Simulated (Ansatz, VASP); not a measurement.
## KI: VASP beside Ansatz

INCAR

```
PREC = Accurate
ENCUT = 520
EDIFF = 1E-6
ISMEAR = 0
SIGMA = 0.01
LREAL = False
LASPH = True
NELM = 150
ALGO = Normal
ISIF = 2
LWAVE = False
LCHARG = False
MAGMOM = 0 0 0 0 0 0
LORBIT = 11
LSORBIT = True
GGA_COMPAT = False
LORBMOM = True
GGA = PS
NBANDS = 28
```

Contents of KPOINTS:

```
Automatic mesh
0
Gamma
  6 6 6
```

The input POSCAR:

```
KI
1.0
    0.0000000000      3.5024800858      3.5024800858
    3.5024800858      0.0000000000      3.5024800858
    3.5024800858      3.5024800858      0.0000000000
K I
1 1
Direct
    0.0014275599      0.0014275599      0.0014275599
    0.5000000000      0.5000000000      0.5000000000
```

Input for Ansatz:

```yaml
crystal:
  lattice:
    - [0.0, 3.50248008579, 3.50248008579]
    - [3.50248008579, 0.0, 3.50248008579]
    - [3.50248008579, 3.50248008579, 0.0]
  atoms:
    - { symbol: K, position: [0.001427559865, 0.001427559865, 0.001427559865] }
    - { symbol: I, position: [0.5, 0.5, 0.5] }
kpoints:
  mp_grid: { grid: [6, 6, 6] }
scf:
  occupations: { method: fixed }
  convergence: { dr2_threshold: 1.0e-10 }
hamiltonian:
  xc: pbesol
  pseudopotentials: { kind: all_electron, lapw: { basis_error: 0.0005 } }
magnetization:
  noncollinear: true
  spin_orbit: true
output:
  forces: true
  stress: true
  eigenstates:
    kpoints:
      - [0.0, 0.0, 0.0]
      - [-0.5, 0.0, -0.5]
      - [0.0, -0.5, -0.5]
      - [-0.5, -0.5, 0.0]
      - [-0.5, 0.0, 0.0]
      - [0.0, -0.5, 0.0]
      - [0.0, 0.0, -0.5]
      - [-0.5, -0.5, -0.5]
  eigenvalues: true
```

Change from the starting cell: atom 1 moved by [0.01, 0.01, 0.01] A.

Alike in both runs: task single point; functional PBEsol; k mesh 6 × 6 × 6; non-collinear spin, spin-orbit coupling.

|  | VASP | Ansatz |
| --- | --- | --- |
| version | VASP 6.6.1 | Ansatz 0.2.0 |
| potentials or method | VASP PAW PBE potentials, release 64 (K_sv, I), cutoff 520 eV | all-electron LAPW |
| occupations | gaussian, width 0.01 eV | fixed |

```tsv
	VASP	Ansatz	Ansatz less VASP
pressure (GPa)	0.1	0.0	-0.04
rms of the force components (eV/Å)	0.011	0.011	-0.0002
net moment per atom (μB)	0.00	0.00	0.000
```

VASP's potentials were made for PBE, not for PBEsol. Atom by atom the forces differ by 0.000 eV/Å (rms over components). Ansatz ran all-electron here, and VASP with PAW potentials.
